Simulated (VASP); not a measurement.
Set up this calculation in VASP 6.6.1, as the native input.

- Task: single point
- Functional: PBE
- Dispersion: D3(BJ)
- Potentials or basis: VASP PAW PBE potentials, release 64 (Ti_sv, O)
- Cutoff: 520 eV
- k mesh: 9 × 9 × 9
- Occupations: gaussian, width 0.05 eV
- Spin: no spin polarisation
- Hubbard terms: Ti d U = 4.0 eV
- Dipole correction: no
- Further INCAR settings: ALGO = Normal; EDIFF = 1e-06; NBANDS = 19

The structure of TiO2 lies in POSCAR:

```
TiO2
1.0
    1.4689500000      0.8480986779      5.2476666667
   -1.4689500000      0.8480986779      5.2476666667
    0.0000000000     -1.6961973559      5.2476666667
Ti O
1 2
Direct
    0.0000000000      0.0000000000      0.0000000000
    0.6017580785      0.6017580785      0.6017580785
    0.3982419215      0.3982419215      0.3982419215
```

One way to write it, as run:

INCAR

```
PREC = Accurate
ENCUT = 520
EDIFF = 1E-6
ISMEAR = 0
SIGMA = 0.05
LREAL = F
LASPH = T
NELM = 150
ALGO = Normal
ISIF = 2
LWAVE = F
LCHARG = F
LMAXMIX = 4
LDAU = T
LDAUTYPE = 2
LDAUL = 2 -1
LDAUU = 4 0
LDAUJ = 0 0
LDAUPRINT = 1
GGA = PE
IVDW = 12
NBANDS = 19
```

KPOINTS

```
regular mesh
0
Gamma
  9 9 9
```

Potentials or basis: VASP PAW PBE potentials, release 64 (Ti_sv, O).

Run with:

```sh
$ cat potpaw_PBE.64/Ti_sv/POTCAR potpaw_PBE.64/O/POTCAR > POTCAR
$ mpirun -np 1 vasp_std > vasp.out
```

It gave:

The pressure is 5.2 GPa and the largest force is 0.331 eV/Å. The band gap on the k mesh is 3.17 eV (least direct gap 3.40 eV) and the dispersion energy per atom is -0.189 eV.

Caveat: the cell stands under pressure; an odd mesh through Γ misses points on the zone boundary, where band edges can lie.

It took 81 s on 1 thread of Intel(R) Xeon(R) 6975P-C (Granite Rapids), on a shared host, peak memory 0.29 GiB.
